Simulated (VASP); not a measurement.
SrTiO3 (Tausonite): single point with PBE+U

SrTiO3 (Tausonite):

```
Sr Ti O
1.0
     3.90528    0.00000    0.00000
     0.00000    3.90528    0.00000
     0.00000    0.00000    3.90528
Sr Ti O
1 1 3
Direct
  0.50000 0.50000 0.50000
  0.00000 0.00000 0.00000
  0.50000 0.00000 0.00000
  0.00000 0.50000 0.00000
  0.00000 0.00000 0.50000
```

```yaml
Program: VASP 6.6.1
Task: single point
Functional: PBE
Potentials_or_basis: VASP PAW PBE potentials, release 64 (Sr_sv, Ti_sv, O)
Cutoff: 520 eV
k_mesh: 6 × 6 × 6
Occupations: gaussian, width 0.1 eV
Spin: no spin polarisation
Hubbard_terms: Ti d U = 4.0 eV
```

```
Pressure               : 8.8 GPa
Band gap on the k mesh : 2.38 eV, indirect (least direct gap 2.80 eV)
```

Levels at points of the mesh, in eV from the valence-band top:
| k point | band 18 | band 19 | band 20 | band 21 | band 22 | band 23 |
| --- | --- | --- | --- | --- | --- | --- |
| (0.00, 0.00, 0.00) | -0.42 | -0.42 | -0.42 | 2.38 | 2.38 | 2.38 |
| (0.50, 0.00, 0.00) | -2.01 | -0.81 | -0.81 | 2.58 | 4.26 | 4.26 |
| (0.50, 0.50, 0.00) | -1.59 | -1.59 | -0.09 | 4.28 | 4.28 | 4.75 |
| (0.50, 0.50, 0.50) | 0.00 | 0.00 | 0.00 | 4.97 | 4.97 | 4.97 |

Eigenvalues of the final occupation matrices:
```tsv
site	spin	trace	eigenvalues
site 2 d	1	0.82	0.10 0.10 0.10 0.26 0.26
site 2 d	2	0.82	0.10 0.10 0.10 0.26 0.26
```

It took 59 s on 1 thread of Intel(R) Xeon(R) Platinum 8488C (Sapphire Rapids) (shared host), peak memory 0.18 GiB.

A k mesh can miss the band edges.
